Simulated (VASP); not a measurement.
# C (R-3m) in VASP: a series of runs

Runs on C. Level: PBE+D3(BJ). Tasks: single point.

All numbers are computed with VASP 6.6.1; they aren't measurements. Logs are shortened: lines on timing, memory, paths and dates and some standing lists are left out, and cuts for length are marked.

## (1) The cell of the first run

Symmetry: R-3m, No. 166, trigonal system. Conventional cell: a = 2.465 Å, b = 2.465 Å, c = 10.083 Å, α = 90.00°, β = 90.00°, γ = 120.00°. Within 1.9 Å of C (site symmetry 3m) lie 3 C at 1.43 Å.

## (2) Single point, PBE+D3(BJ) (mode 4 frozen in at -0.071 Å and mode 6 at +0.000 Å (largest displacements))

The input, INCAR:

```
PREC = Accurate
ENCUT = 520
EDIFF = 1E-7
ISMEAR = 0
SIGMA = 0.05
LREAL = F
LASPH = T
NELM = 100
ALGO = Normal
ISIF = 2
LWAVE = F
LCHARG = F
GGA = PE
IVDW = 12
NBANDS = 11
```

The input, KPOINTS:

```
regular mesh
0
Gamma
  15 15 15
```

The input, POSCAR:

```
C
1.0
    1.2324809262      0.7115731945      3.3609366220
   -1.2324809262      0.7115731945      3.3609366220
    0.0000000000     -1.4231463891      3.3609366220
C
2
Direct
    0.1595241764      0.1595241764      0.1595241764
    0.8404758236      0.8404758236      0.8404758236
```

Potentials or basis: VASP PAW PBE potentials, release 64 (C).

On the command line:

```bash
$ cat potpaw_PBE.64/C/POTCAR > POTCAR
$ mpirun -np 1 vasp_std > vasp.out
```

OUTCAR:

```text
PREC = Accurate
   ENCUT = 520
   EDIFF = 1E-7
   ISMEAR = 0
   LREAL = F
   LASPH = T
   NELM = 100
   ISIF = 2
   GGA = PE
   IVDW = 12
 IVDW          = 12

 ion  position               nearest neighbor table
   1  0.160  0.160  0.160-   2 1.43   2 1.43   2 1.43
   2  0.840  0.840  0.840-   1 1.43   1 1.43   1 1.43

  LATTYP: Found a trigonal (rhomboedric) cell.
 ALAT       =     3.6498274783
 COS(alpha) =     0.7719417768

  Lattice vectors:

 A1 = (   1.2324809262,   0.7115731945,   3.3609366220)
 A2 = (  -1.2324809262,   0.7115731945,   3.3609366220)
 A3 = (   0.0000000000,  -1.4231463891,   3.3609366220)

Analysis of symmetry for initial positions (statically):
=====================================================================
 Subroutine PRICEL returns:
 Original cell was already a primitive cell.

 Routine SETGRP: Setting up the symmetry group for a
 trigonal (rhombohedral) supercell.

 Subroutine GETGRP returns: Found 12 space group operations
 (whereof 12 operations were pure point group operations)
 out of a pool of 12 trial point group operations.

The static configuration has the point symmetry D_3d.

Analysis of symmetry for dynamics (positions and initial velocities):
=====================================================================
 Subroutine PRICEL returns:
 Original cell was already a primitive cell.

 Routine SETGRP: Setting up the symmetry group for a
 trigonal (rhombohedral) supercell.

 Subroutine GETGRP returns: Found 12 space group operations
 (whereof 12 operations were pure point group operations)
 out of a pool of 12 trial point group operations.

The dynamic configuration has the point symmetry D_3d.

 Subroutine INISYM returns: Found 12 space group operations
 (whereof 12 operations are pure point group operations),
 and found     1 'primitive' translations

----------------------------------------------------------------------------------------

                                     Primitive cell

  volume of cell :      17.6853

  direct lattice vectors                    reciprocal lattice vectors
     1.232480926  0.711573195  3.360936622     0.405685791  0.234222801  0.099178702
    -1.232480926  0.711573195  3.360936622    -0.405685791  0.234222801  0.099178702
     0.000000000 -1.423146389  3.360936622     0.000000000 -0.468445602  0.099178702

  length of vectors
     3.649827478  3.649827478  3.649827478     0.478829507  0.478829507  0.478829507

  position of ions in fractional coordinates (direct lattice)
     0.159524176  0.159524176  0.159524176
     0.840475824  0.840475824  0.840475824

  ion indices of the primitive-cell ions
   primitive index   ion index
                 1           1
                 2           2

----------------------------------------------------------------------------------------

 KPOINTS: regular mesh

Automatic generation of k-mesh.
 Grid dimensions read from file:
 generate k-points for:   15   15   15

 Generating k-lattice:

  Cartesian coordinates                     Fractional coordinates (reciprocal lattice)
     0.027045719  0.015614853  0.006611913     0.066666667  0.000000000  0.000000000
    -0.027045719  0.015614853  0.006611913     0.000000000  0.066666667  0.000000000
     0.000000000 -0.031229707  0.006611913    -0.000000000 -0.000000000  0.066666667

  Length of vectors
     0.031921967  0.031921967  0.031921967

  Shift w.r.t. Gamma in fractional coordinates (k-lattice)
     0.000000000  0.000000000  0.000000000

 Subroutine IBZKPT returns following result:
 ===========================================

 Found    344 irreducible k-points:

 Following reciprocal coordinates:
            Coordinates               Weight
  0.000000  0.000000  0.000000      1.000000
  0.066667  0.000000  0.000000      6.000000
  0.133333  0.000000  0.000000      6.000000
  0.200000  0.000000  0.000000      6.000000
  0.266667  0.000000  0.000000      6.000000
  0.333333 -0.000000 -0.000000      6.000000
[... 16 lines left out ...]
  0.133333  0.133333  0.000000      6.000000
  0.200000  0.133333 -0.000000     12.000000
 [... further k-points ...]
   k-points           NKPTS =    344   k-points in BZ     NKDIM =    344   number of bands    NBANDS=     11
   number of dos      NEDOS =    301   number of ions     NIONS =      2
   total plane-waves  NPLWV =  21952
   dimension x,y,z NGX =    28 NGY =   28 NGZ =   28
   dimension x,y,z NGXF=    56 NGYF=   56 NGZF=   56
   ions per type =               2
   NGX,Y,Z   is equivalent  to a cutoff of  12.75, 12.75, 12.75 a.u.
   NGXF,Y,Z  is equivalent  to a cutoff of  25.51, 25.51, 25.51 a.u.
 SYSTEM =  unknown system
   PREC   = accura    normal or accurate (medium, high low for compatibility)
   ISTART =      0    job   : 0-new  1-cont  2-samecut
   ICHARG =      2    charge: 1-file 2-atom 10-const
   ISPIN  =      1    spin polarized calculation?
   LNONCOLLINEAR =      F non collinear calculations
   LSORBIT =      F    spin-orbit coupling
   LASPH  =      T    aspherical Exc in radial PAW
   ENCUT  =  520.0 eV  38.22 Ry    6.18 a.u.   6.79  6.79  6.79*2*pi/ulx,y,z
   NELM   =    100;   NELMIN=  2; NELMDL= -5     # of ELM steps
   EDIFF  = 0.1E-06   stopping-criterion for ELM
   LREAL  =      F    real-space projection
   EDIFFG = 0.1E-05   stopping-criterion for IOM
   NSW    =      0    number of steps for IOM
   IBRION =     -1    ionic relax: 0-MD 1-quasi-New 2-CG
   NFREE  =      0    steps in history (QN), initial steepest desc. (CG)
   ISIF   =      2    stress and relaxation
   ISYM   =      2    0-nonsym 1-usesym 2-fastsym
   POTIM  = 0.5000    time-step for ionic-motion
   TEBEG  =    0.0;   TEEND  =   0.0 temperature during run
   PSTRESS=    0.0 pullay stress
   NELECT =       8.0000    total number of electrons
   NUPDOWN=      -1.0000    fix difference up-down
   EMIN   =  10.00;   EMAX   =-10.00  energy-range for DOS
   EFERMI =   0.00;   METHOD = LEGACY
   ISMEAR =     0;   SIGMA  =   0.05  broadening in eV -4-tet -1-fermi 0-gaus
   EFERMI_NEDOS =   21; number of points for ismear=-14 and -15
   IALGO  =     38    algorithm
   IMIX   =      4    mixing-type and parameters
     AMIX     =   0.40;   BMIX     =  1.00
     AMIX_MAG =   1.60;   BMIX_MAG =  1.00
  volume/ion in A,a.u.               =       8.84        59.67
  Fermi-wavevector in a.u.,A,eV,Ry     =   1.256708  2.374834 21.487884  1.579315
  Thomas-Fermi vector in A             =   2.390403
   LORBIT       =      0    0 simple, 1 ext, 2 COOP (PROOUT), +10 PAW based schemes
   GGA     = PE    functional components
   LHFCALC =     F    Hartree Fock is set to
   AEXX    =    0.0000 exact exchange contribution
   IVDW    =    12    specifies the selected vdW correction
   LEPSILON=     F    determine dielectric tensor
   LRPA    =     F    only Hartree local field effects (RPA)
 non-spin polarized calculation
 Gauss-broadening in eV      SIGMA  =   0.05
  energy-cutoff  :      520.00
  volume of cell :       17.69
 maximum number of plane-waves:       490
   NGX = 13   NGY = 13   NGZ = 13

 number of electron       8.0000000 magnetization

 Free energy of the ion-electron system (eV)
  ---------------------------------------------------
  ext. energy  EPLUGINS =         0.00000000
  ---------------------------------------------------
  free energy    TOTEN  =       -18.25494514 eV

  energy without entropy =      -18.25494514  energy(sigma->0) =      -18.25494514

 E-fermi :   4.5102     XC(G=0): -10.3368

 val. band max:        4.1706029149   @ k =  -0.3333   0.3333   0.0000
 cond. band min:       5.0771110715   @ k =  -0.3333   0.3333   0.0000
 fundamental gap:      0.9065081566
 Fermi energy:         4.5102409089

 k-point     1 :       0.0000    0.0000    0.0000
  band No.  band energies     occupation
      1     -14.9407      2.00000
      2      -1.8109      2.00000
      3       1.8400      2.00000
      4       1.8400      2.00000
      5       8.4520      0.00000
      6      13.0053      0.00000
      7      13.0053      0.00000
      8      16.3428      0.00000
      9      17.2425      0.00000
     10      27.3817      0.00000
     11      30.5986      0.00000

 k-point     2 :       0.0667    0.0000    0.0000
  band No.  band energies     occupation
      1     -14.8329      2.00000
      2      -1.7054      2.00000
      3       1.4115      2.00000
      4       1.6183      2.00000
      5       8.5853      0.00000
      6      13.0570      0.00000
      7      13.4465      0.00000
      8      16.0034      0.00000
      9      17.4382      0.00000
     10      27.7019      0.00000
     11      29.7122      0.00000

 k-point     3 :       0.1333    0.0000    0.0000
  band No.  band energies     occupation
      1     -14.5102      2.00000
      2      -1.3947      2.00000
      3       0.2790      2.00000
      4       1.0567      2.00000
      5       8.9663      0.00000
      6      13.0702      0.00000
      7      14.6552      0.00000
      8      15.1006      0.00000
      9      18.0585      0.00000
     10      27.6557      0.00000
     11      28.5469      0.00000

 k-point     4 :       0.2000    0.0000    0.0000
  band No.  band energies     occupation
      1     -13.9754      2.00000
      2      -1.3724      2.00000
      3      -0.7797      2.00000
      4       0.3550      2.00000
      5       9.4884      0.00000
      6      12.8957      0.00000
      7      13.9458      0.00000
      8      16.3915      0.00000
      9      19.0256      0.00000
     10      25.7546      0.00000
     11      27.9173      0.00000
[... 239 lines left out ...]
 k-point    22 :      -0.0667    0.0667    0.0000
  band No.  band energies     occupation
      1     -14.6216      2.00000
      2      -1.4605      2.00000
      3       0.6877      2.00000
      4       1.1709      2.00000
      5       8.7728      0.00000
      6      13.2150      0.00000
      7      14.1091      0.00000
      8      15.3810      0.00000
      9      17.8772      0.00000
     10      27.8907      0.00000
     11      28.2816      0.00000

 k-point    23 :       0.1333    0.1333    0.0000
  band No.  band energies     occupation
      1     -14.4945      2.00000
      2      -1.5328      2.00000
      3       0.2923      2.00000
      4       1.0433      2.00000
      5       9.2488      0.00000
      6      13.0480      0.00000
      7      14.6589      0.00000
      8      15.0472      0.00000
      9      18.0846      0.00000
     10      27.2202      0.00000
     11      28.6929      0.00000

 k-point    24 :       0.2000    0.1333   -0.0000
  band No.  band energies     occupation
      1     -14.1661      2.00000
      2      -1.3035      2.00000
      3      -0.5298      2.00000
      4       0.4325      2.00000
      5       9.7114      0.00000
      6      13.2603      0.00000
      7      14.3333      0.00000
      8      15.2784      0.00000
      9      18.8302      0.00000
     10      25.6944      0.00000
     11      29.2298      0.00000

 [... further k-points ...]

------------------------ aborting loop because EDIFF is reached ----------------------------------------

 Edisp (eV)   -0.31220

 E8    (eV) :    -0.0885

  FORCE on cell =-STRESS in cart. coord.  units (eV):
  Direction    XX          YY          ZZ          XY          YZ          ZX
  --------------------------------------------------------------------------------------
  -------------------------------------------------------------------------------------
  Total       0.07236     0.07236    -0.39959     0.00000     0.00000    -0.00000
  in kB       6.55552     6.55552   -36.20079     0.00000     0.00000    -0.00000
  external pressure =       -7.70 kB  Pullay stress =        0.00 kB

 VOLUME and BASIS-vectors are now :
 -----------------------------------------------------------------------------
  energy-cutoff  :      520.00
  volume of cell :       17.69
      direct lattice vectors                 reciprocal lattice vectors
     1.232480926  0.711573195  3.360936622     0.405685791  0.234222801  0.099178702
    -1.232480926  0.711573195  3.360936622    -0.405685791  0.234222801  0.099178702
     0.000000000 -1.423146389  3.360936622     0.000000000 -0.468445602  0.099178702

 POSITION                                       TOTAL-FORCE (eV/Angst)
 -----------------------------------------------------------------------------------
      0.00000     -0.00000      1.60845         0.000000     -0.000000      2.354171
      0.00000     -0.00000      8.47436         0.000000      0.000000     -2.354171
 -----------------------------------------------------------------------------------
    total drift:                                0.000000     -0.000000      0.000000

  FREE ENERGIE OF THE ION-ELECTRON SYSTEM (eV)
  ---------------------------------------------------
  free  energy   TOTEN  =       -18.5671478538 eV

  energy  without entropy=      -18.5671478538  energy(sigma->0) =      -18.56714785
```

It took 84 s on 1 thread of AMD EPYC 7R13, shared host; peak memory 0.2 GiB.

Results:

| Quantity | Value |
| --- | --- |
| Free energy | -18.5671 eV |
| Pressure | -0.8 GPa |
| Largest force | 2.354 eV/Å |
| Band gap on the k mesh | 0.91 eV, direct |
| Dispersion energy per atom | -0.156 eV |

Forces in eV/Å, atoms in the order of the input:
```
C    0.000  0.000  2.354
C    0.000  0.000 -2.354
```

Stress tensor (GPa, compression positive):
```
 0.66  0.00  0.00
 0.00  0.66  0.00
 0.00  0.00 -3.62
```

Caveat: the cell differs from its parent crystal (mode 4 frozen in at -0.071 Å and mode 6 at +0.000 Å (largest displacements)); forces of over 1 eV/Å act on the atoms, so gaps and moduli don't describe the material at rest. A k mesh can miss the band edges.

## (3) Single point, PBE+D3(BJ) (mode 4 frozen in at -0.024 Å and mode 6 at +0.000 Å (largest displacements))

The input, INCAR:

```
PREC     = Accurate       # precision mode
ENCUT    = 520            # plane-wave cutoff, eV
EDIFF    = 1E-6           # SCF threshold, eV
ISMEAR   = 0              # smearing method
SIGMA    = 0.05           # smearing width, eV
LREAL    = False          # projectors in reciprocal space
LASPH    = True           # aspherical terms in the spheres
NELM     = 60             # most SCF steps
ALGO     = Normal         # electronic algorithm
ISIF     = 2              # what is computed and relaxed
LWAVE    = False          # write WAVECAR
LCHARG   = False          # write CHGCAR
GGA      = PE             # functional
IVDW     = 12             # dispersion correction
NBANDS   = 11             # bands
```

The input, KPOINTS:

```
Automatic mesh
0
Gamma
  15 15 15
```

The input, POSCAR:

```
C
1.0
    1.2324809262      0.7115731945      3.3609366220
   -1.2324809262      0.7115731945      3.3609366220
    0.0000000000     -1.4231463891      3.3609366220
C
2
Direct
    0.1642450827      0.1642450827      0.1642450827
    0.8357549173      0.8357549173      0.8357549173
```

Potentials or basis: VASP PAW PBE potentials, release 64 (C).

On the command line:

```bash
$ cat potpaw_PBE.64/C/POTCAR > POTCAR
$ mpirun -np 1 vasp_std > vasp.out
```

It took 67 s on 1 thread of AMD EPYC 7R13, shared host; peak memory 0.2 GiB.

The run converged. Its results:

| Property | Result |
| --- | --- |
| Free energy | -18.7166 eV |
| Pressure | 0.3 GPa |
| Largest force | 0.785 eV/Å |
| Band gap on the k mesh | 0.73 eV, direct |
| Dispersion energy per atom | -0.156 eV |

Forces on the atoms (eV/Å):
```
C    0.000  0.000  0.785
C    0.000  0.000 -0.785
```

Stress tensor (GPa, compression positive):
```
 0.72  0.00  0.00
 0.00  0.72  0.00
 0.00  0.00 -0.54
```

Levels at points of the mesh, in eV from the valence-band top:
| k point | band 2 | band 3 | band 4 | band 5 | band 6 | band 7 |
| --- | --- | --- | --- | --- | --- | --- |
| (0.00, 0.00, 0.00) | -6.18 | -2.62 | -2.62 | 4.57 | 8.73 | 8.73 |

Caveat: the cell differs from its parent crystal (mode 4 frozen in at -0.024 Å and mode 6 at +0.000 Å (largest displacements)). A k mesh can miss the band edges.

## (4) Single point, PBE+D3(BJ) (mode 4 frozen in at +0.071 Å and mode 6 at +0.000 Å (largest displacements))

The input, INCAR:

```
SYSTEM = C
PREC     = Accurate       ! precision mode
ENCUT    = 520            ! plane-wave cutoff, eV
EDIFF    = 1E-6           ! SCF threshold, eV
ISMEAR   = 0              ! smearing method
SIGMA    = 0.05           ! smearing width, eV
LREAL    = .False.        ! projectors in reciprocal space
LASPH    = .True.         ! aspherical terms in the spheres
NELM     = 100            ! most SCF steps
ALGO     = Normal         ! electronic algorithm
ISIF     = 2              ! what is computed and relaxed
LWAVE    = .False.        ! write WAVECAR
LCHARG   = .False.        ! write CHGCAR
GGA      = PE             ! functional
IVDW     = 12             ! dispersion correction
NBANDS   = 11             ! bands
```

The input, KPOINTS:

```
regular mesh
0
Gamma
  15 15 15
  0 0 0
```

The input, POSCAR:

```
C
1.0
    1.2324809262      0.7115731945      3.3609366220
   -1.2324809262      0.7115731945      3.3609366220
    0.0000000000     -1.4231463891      3.3609366220
C
2
Direct
    0.1736670594      0.1736670594      0.1736670594
    0.8263329406      0.8263329406      0.8263329406
```

Potentials or basis: VASP PAW PBE potentials, release 64 (C).

On the command line:

```bash
$ cat potpaw_PBE.64/C/POTCAR > POTCAR
$ mpirun -np 1 vasp_std > vasp.out
```

OUTCAR:

```text
SYSTEM = C
   PREC = Accurate
   ENCUT = 520
   EDIFF = 1E-6
   ISMEAR = 0
   LREAL = .False.
   LASPH = .True.
   NELM = 100
   ISIF = 2
   GGA = PE
   IVDW = 12
 IVDW          = 12

 ion  position               nearest neighbor table
   1  0.174  0.174  0.174-   2 1.43   2 1.43   2 1.43
   2  0.826  0.826  0.826-   1 1.43   1 1.43   1 1.43

  LATTYP: Found a trigonal (rhomboedric) cell.
 ALAT       =     3.6498274783
 COS(alpha) =     0.7719417768

  Lattice vectors:

[... 520 lines left out ...]

 [... further k-points ...]

------------------------ aborting loop because EDIFF is reached ----------------------------------------

 Edisp (eV)   -0.31228

 E8    (eV) :    -0.0885

  FORCE on cell =-STRESS in cart. coord.  units (eV):
  Direction    XX          YY          ZZ          XY          YZ          ZX
  --------------------------------------------------------------------------------------
  -------------------------------------------------------------------------------------
  Total       0.05583     0.05583    -0.32899     0.00000     0.00000     0.00000
  in kB       5.05810     5.05810   -29.80470     0.00000     0.00000     0.00000
  external pressure =       -6.56 kB  Pullay stress =        0.00 kB

 VOLUME and BASIS-vectors are now :
 -----------------------------------------------------------------------------
  energy-cutoff  :      520.00
  volume of cell :       17.69
      direct lattice vectors                 reciprocal lattice vectors
     1.232480926  0.711573195  3.360936622     0.405685791  0.234222801  0.099178702
    -1.232480926  0.711573195  3.360936622    -0.405685791  0.234222801  0.099178702
     0.000000000 -1.423146389  3.360936622     0.000000000 -0.468445602  0.099178702

 POSITION                                       TOTAL-FORCE (eV/Angst)
 -----------------------------------------------------------------------------------
      0.00000     -0.00000      1.75105         0.000000      0.000000     -2.365697
      0.00000     -0.00000      8.33176         0.000000     -0.000000      2.365697
 -----------------------------------------------------------------------------------
    total drift:                               -0.000000     -0.000000      0.000000

  FREE ENERGIE OF THE ION-ELECTRON SYSTEM (eV)
  ---------------------------------------------------
  free  energy   TOTEN  =       -18.5670952890 eV

  energy  without entropy=      -18.5670952890  energy(sigma->0) =      -18.56709529
```

stdout:

```text
POSCAR found type information on POSCAR C
 POSCAR found :  1 types and       2 ions
 scaLAPACK will be used
 LDA part: xc-table for (Slater+PW92), standard interpolation
 POSCAR, INCAR and KPOINTS ok, starting setup
 FFT: planning ... GRIDC
 FFT: planning ... GRID_SOFT
 FFT: planning ... GRID
 WAVECAR not read
 entering main loop
```

It took 67 s on 1 thread of AMD EPYC 7R13, shared host; peak memory 0.2 GiB.

What came out:

| Property | Result |
| --- | --- |
| Free energy | -18.5671 eV |
| Pressure | -0.7 GPa |
| Largest force | 2.366 eV/Å |
| Band gap on the k mesh | 0.45 eV, direct |
| Dispersion energy per atom | -0.156 eV |

Forces in eV/Å, atoms in the order of the input:
```
C    0.000  0.000 -2.366
C    0.000  0.000  2.366
```

Caveat: the cell differs from its parent crystal (mode 4 frozen in at +0.071 Å and mode 6 at +0.000 Å (largest displacements)); forces of over 1 eV/Å act on the atoms, so gaps and moduli don't describe the material at rest.

(Part 1 of 2 ends here.)
